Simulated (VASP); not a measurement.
A run of VASP 6.6.1 is set up as follows.

Contents of POSCAR:

```
Li
1.0
    0.0000000000      2.9620024004      2.9620024004
    2.9620024004      0.0000000000      2.9620024004
    2.9620024004      2.9620024004      0.0000000000
Li
2
Direct
    0.5000000000      0.5000000000      0.5000000000
    0.7500000000      0.7500000000      0.7500000000
```

The input INCAR.step1:

```
SYSTEM = Li
PREC = Accurate
ENCUT = 520
ISMEAR = 0
SIGMA = 0.1
LREAL = .FALSE.
LASPH = .TRUE.
NELM = 80
NBANDS = 10
GGA = PE
ALGO = Normal
EDIFF = 1E-4
LWAVE = .TRUE.
LCHARG = .FALSE.
```

Contents of INCAR.step2:

```
SYSTEM = Li
PREC = Accurate
ENCUT = 520
EDIFF = 1E-6
ISMEAR = 0
SIGMA = 0.1
LREAL = .FALSE.
LASPH = .TRUE.
NELM = 80
ALGO = Normal
ISIF = 2
LWAVE = .FALSE.
LCHARG = .TRUE.
METAGGA = R2SCAN
LMIXTAU = .TRUE.
LELF = .TRUE.
LVHAR = .TRUE.
NBANDS = 10
ISTART = 1
```

File KPOINTS:

```
Automatic mesh
0
G
  16 16 16
  0 0 0
```

Potentials or basis: VASP PAW PBE potentials, release 64 (Li_sv).

Launch:

```sh
$ cat potpaw_PBE.64/Li_sv/POTCAR > POTCAR
$ cp INCAR.step1 INCAR
$ mpirun -np 1 vasp_std > vasp.out
$ cp INCAR.step2 INCAR
$ mpirun -np 1 vasp_std > vasp.out
```

Q: Predict the band gap on the k mesh.

A: Zero (band 3 reaches 0.84 eV, above the bottom of band 4 at -0.06 eV).
